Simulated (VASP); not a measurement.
Input of a VASP 6.6.1 run:

File INCAR:

```
PREC = Accurate ; ENCUT = 520
EDIFF = 1E-7 ; ISMEAR = 0
SIGMA = 0.1 ; LREAL = F
LASPH = T ; NELM = 80
ALGO = Normal ; ISIF = 2
LWAVE = F ; LCHARG = T
GGA = PE ; LELF = T
LVHAR = T ; NBANDS = 44
```

The input KPOINTS:

```
regular mesh
0
Gamma
  4 4 4
```

File POSCAR:

```
Ge4P3
1.0
    5.1544269309      0.0000000000      0.0000000000
    0.0000000000      5.1544269309      0.0000000000
    0.0000000000      0.0000000000      5.1544269309
Ge P
4 3
Direct
    0.5000000000      0.5000000000      0.0000000000
    0.0000000000      0.5000000000      0.5000000000
    0.5000000000      0.0000000000      0.5000000000
    0.5000000000      0.5000000000      0.5000000000
    0.5000000000      0.0000000000      0.0000000000
    0.0000000000      0.5000000000      0.0000000000
    0.0000000000      0.0000000000      0.5000000000
```

Potentials or basis: VASP PAW PBE potentials, release 64 (Ge_d, P).

Launch:

```sh
$ cat potpaw_PBE.64/Ge_d/POTCAR potpaw_PBE.64/P/POTCAR > POTCAR
$ mpirun -np 1 vasp_std > vasp.out
```

(1) Predict the pressure.

(2) Predict the band gap on the k mesh.

Answers

(1) 0.0 GPa.

(2) zero (an odd number of electrons rules out a gap without spin polarisation).
